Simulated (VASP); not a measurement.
A run of VASP 6.6.1 is set up as follows.

File INCAR:

```
SYSTEM = Ru5C
PREC = Accurate ; ENCUT = 520
EDIFF = 1E-6 ; ISMEAR = 0
SIGMA = 0.1 ; LREAL = .FALSE.
LASPH = .TRUE. ; NELM = 80
ALGO = Fast ; ISIF = 2
LWAVE = .FALSE. ; LCHARG = .FALSE.
LDIPOL = .TRUE. ; IDIPOL = 3
DIPOL = 0.5 0.5 0.385 ; GGA = PE
NBANDS = 46
```

File KPOINTS:

```
Automatic mesh
0
G
  12 12 1
  0 0 0
```

POSCAR

```
Ru5C
1.0
    2.7197977465      0.0000000000      0.0000000000
   -1.3598988732      2.3554139416      0.0000000000
    0.0000000000      0.0000000000     24.0359895925
Ru C
5 1
Direct
    0.6666666667      0.3333333333      0.1664171132
    0.3333333333      0.6666666667      0.2557968275
    0.6666666667      0.3333333333      0.3452060919
    0.3333333333      0.6666666667      0.4352311869
    0.6666666667      0.3333333333      0.5215507997
    0.6666666667      0.6666666667      0.5849027750
```

Potentials or basis: VASP PAW PBE potentials, release 64 (Ru_pv, C).

The run is started by

```bash
$ cat potpaw_PBE.64/Ru_pv/POTCAR potpaw_PBE.64/C/POTCAR > POTCAR
$ mpirun -np 1 vasp_std > vasp.out
```

(1) Predict the largest force.

(2) Estimate the band gap on the k mesh.

Results:

(1) 2.021 eV/Å.

(2) zero (bands 37 and 38 overlap by 2.45 eV).
